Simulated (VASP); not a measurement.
Set up this calculation in VASP 6.6.1, as the native input.

```
Task                   : single point
Functional             : PBE
Potentials or basis    : VASP PAW PBE potentials, release 64 (Li_sv, Sr_sv, Mo_sv)
Cutoff                 : 520 eV
k mesh                 : 6 × 6 × 6
Occupations            : gaussian, width 0.1 eV
Spin                   : collinear spin
Starting moments       : [0.0, 0.0, 0.0, 0.0, 0.0, 3.16] μB
Dipole correction      : no
Further INCAR settings : ALGO = Fast; EDIFF = 1e-07; NBANDS = 34
```

The structure of Sr2Li3Mo lies in POSCAR:

```
Sr2Li3Mo
1.0
    6.1419389807      0.0000000000      0.0000000000
   -3.0709694903      5.3190751858      0.0000000000
    0.0000000000      0.0000000000      6.0964058629
Li Sr Mo
3 2 1
Direct
    0.5000000000      0.0000000000      0.5000000000
    0.0000000000      0.5000000000      0.5000000000
    0.5000000000      0.5000000000      0.5000000000
    0.3333333333      0.6666666667      0.0000000000
    0.6666666667      0.3333333333      0.0000000000
    0.0000000000      0.0000000000      0.0000000000
```

The cell was generated, and may not be a known phase.

The input as run:

INCAR

```
  ALGO = Fast
  EDIFF = 1E-7
  ENCUT = 520
  GGA = PE
  ISIF = 2
  ISMEAR = 0
  ISPIN = 2
  LASPH = T
  LCHARG = F
  LMAXMIX = 4
  LORBIT = 11
  LREAL = F
  LWAVE = F
  MAGMOM = 0 0 0 0 0 3.16
  NBANDS = 34
  NELM = 150
  PREC = Accurate
  SIGMA = 0.1
```

KPOINTS

```
k-points
0
Gamma
  6 6 6
```

Potentials or basis: VASP PAW PBE potentials, release 64 (Li_sv, Sr_sv, Mo_sv).

Launch:

```console
$ cat potpaw_PBE.64/Li_sv/POTCAR potpaw_PBE.64/Sr_sv/POTCAR potpaw_PBE.64/Mo_sv/POTCAR > POTCAR
$ mpirun -np 1 vasp_std > vasp.out
```

It gave:

```
Net moment                                            : 3.66 μB per cell
Site moments                                          : Li -0.01; Sr -0.02; Mo +3.15 μB
Valence electrons inside the program's atomic spheres : Li 2.06; Sr 8.00; Mo 12.12
```

Run time: 57 min on 1 thread of Intel Xeon 8259CL, on a shared host, peak memory 0.58 GiB.
